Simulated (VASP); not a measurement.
A run of VASP 6.6.1:

File INCAR:

```
SYSTEM = TiC
ALGO     = Normal         ! electronic algorithm
EDIFF    = 1E-6           ! SCF threshold, eV
ENCUT    = 520            ! plane-wave cutoff, eV
GGA      = PS             ! functional
ISIF     = 2              ! what is computed and relaxed
ISMEAR   = -1             ! smearing method
LASPH    = .True.         ! aspherical terms in the spheres
LCHARG   = .True.         ! write CHGCAR
LELF     = .True.         ! ELF
LREAL    = .False.        ! projectors in reciprocal space
LVHAR    = .True.       
LWAVE    = .False.        ! write WAVECAR
NBANDS   = 15             ! bands
NELM     = 100            ! most SCF steps
PREC     = Accurate       ! precision mode
SIGMA    = 0.03           ! smearing width, eV
```

File KPOINTS:

```
k-points
0
Gamma
  16 16 16
  0 0 0
```

File POSCAR:

```
TiC
1.0
    0.0000000000      2.2064421477      2.2064421477
    2.2064421477      0.0000000000      2.2064421477
    2.2064421477      2.2064421477      0.0000000000
Ti C
1 1
Direct
    0.0000000000      0.0000000000      0.0000000000
    0.5000000000      0.5000000000      0.5000000000
```

Potentials or basis: VASP PAW PBE potentials, release 64 (Ti_sv, C).

Launch:

```console
$ cat potpaw_PBE.64/Ti_sv/POTCAR potpaw_PBE.64/C/POTCAR > POTCAR
$ mpirun -np 1 vasp_std > vasp.out
```

Hardware: 1 thread of Intel Xeon 8259CL, with other jobs on the host.

Problem. Estimate the wall time of this run.

Solution. Run time: 47 s on 1 thread of Intel Xeon 8259CL (shared host), peak memory 0.18 GiB. Counts: scf iterations 15, k points 145.
